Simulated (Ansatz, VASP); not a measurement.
AlCu3 in VASP and in Ansatz

```
CELL_PARAMETERS angstrom
3.61881 0.00000 0.00000
0.00000 3.61881 0.00000
0.00000 0.00000 3.61881
ATOMIC_POSITIONS crystal
Al 0.00000 0.00000 0.00000
Cu 0.50000 0.49465 0.00000
Cu 0.50000 0.00000 0.50000
Cu 0.00000 0.50535 0.50000
```

Change from the starting cell: mode 5 frozen in at -0.019 Å, equal normal strain along x, y and z +0.0083.

Alike in both runs: task single point; functional LDA; k mesh 12 × 12 × 12; occupations gaussian, width 0.15 eV; no spin polarisation.

|  | VASP | Ansatz |
| --- | --- | --- |
| version | VASP 6.6.1 | Ansatz 0.2.0 |
| potentials or method | VASP PAW LDA potentials, release 64 (Al, Cu), cutoff 520 eV | scalar-relativistic, plane waves, PAW |
| valence electrons in the cell | 36 | 60 |

```csv
,VASP,Ansatz,Ansatz less VASP
gap on the k mesh at the Fermi level (eV),none,none,-
pressure (GPa),-3.3,-3.9,-0.62
rms of the force components (eV/Å),0.047,0.046,-0.0004
```

Ansatz warns that its potentials were made for another functional, while VASP's fit it. LDA's correlation is that of Perdew and Zunger in VASP and of Perdew and Wang (1992) in Ansatz. Atom by atom the forces differ by 0.000 eV/Å (rms over components). A gap of «none» marks a metal or a gap that the smearing closes. VASP's potentials hold 36 valence electrons a cell and Ansatz's 60, so a difference there can come from the potentials and not from the codes.
